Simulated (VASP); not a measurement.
Input of a VASP 6.6.1 run:

Contents of INCAR:

```
PREC = Accurate
ENCUT = 520
EDIFF = 1E-6
ISMEAR = 0
SIGMA = 0.028999999999999998
LREAL = F
LASPH = T
NELM = 80
ALGO = Normal
ISIF = 2
LWAVE = F
LCHARG = T
GGA = PE
LELF = T
LVHAR = T
NBANDS = 11
```

Contents of KPOINTS:

```
Automatic mesh
0
Gamma
  10 10 10
```

Contents of POSCAR:

```
SiC
1.0
    0.0000000000      2.1790000000      2.1790000000
    2.1790000000      0.0000000000      2.1790000000
    2.1790000000      2.1790000000      0.0000000000
Si C
1 1
Direct
    0.0000000000      0.0000000000      0.0000000000
    0.7500000000      0.7500000000      0.7500000000
```

Potentials or basis: VASP PAW PBE potentials, release 64 (Si, C).

Command:

```bash
$ cat potpaw_PBE.64/Si/POTCAR potpaw_PBE.64/C/POTCAR > POTCAR
$ mpirun -np 1 vasp_std > vasp.out
```

Task: Estimate the pressure.

Result: 3.2 GPa.

Task: What does it give for the band gap on the k mesh?

Result: 1.36 eV, indirect (least direct gap 4.54 eV).

A k mesh can miss the band edges. Expect the measured gap to be larger: semilocal functionals such as PBE lack the derivative discontinuity.
